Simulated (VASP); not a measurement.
Input of a VASP 6.6.1 run:

INCAR

```
SYSTEM = Mg
ALGO     = Normal         ! electronic algorithm
EDIFF    = 1E-7           ! SCF threshold, eV
ENCUT    = 520            ! plane-wave cutoff, eV
GGA      = PE             ! functional
ISIF     = 2              ! what is computed and relaxed
ISMEAR   = 0              ! smearing method
LASPH    = .True.         ! aspherical terms in the spheres
LCHARG   = .False.        ! write CHGCAR
LREAL    = .False.        ! projectors in reciprocal space
LWAVE    = .False.        ! write WAVECAR
NBANDS   = 7              ! bands
NELM     = 100            ! most SCF steps
PREC     = Accurate       ! precision mode
SIGMA    = 0.1            ! smearing width, eV
```

KPOINTS

```
k-points
0
Gamma
  9 9 9
  0 0 0
```

File POSCAR:

```
Mg
1.0
   -1.7727644967      1.7727644967      1.7727644967
    1.7727644967     -1.7727644967      1.7727644967
    1.7727644967      1.7727644967     -1.7727644967
Mg
1
Direct
    0.0000000000      0.0000000000      0.0000000000
```

Potentials or basis: VASP PAW PBE potentials, release 64 (Mg).

Launch:

```bash
$ cat potpaw_PBE.64/Mg/POTCAR > POTCAR
$ mpirun -np 1 vasp_std > vasp.out
```

**Question.** Predict the pressure.

**Answer.** 1.0 GPa.

**Question.** Predict the band gap on the k mesh.

**Answer.** Zero (band 1 reaches 4.74 eV, above the bottom of band 2 at 2.11 eV).
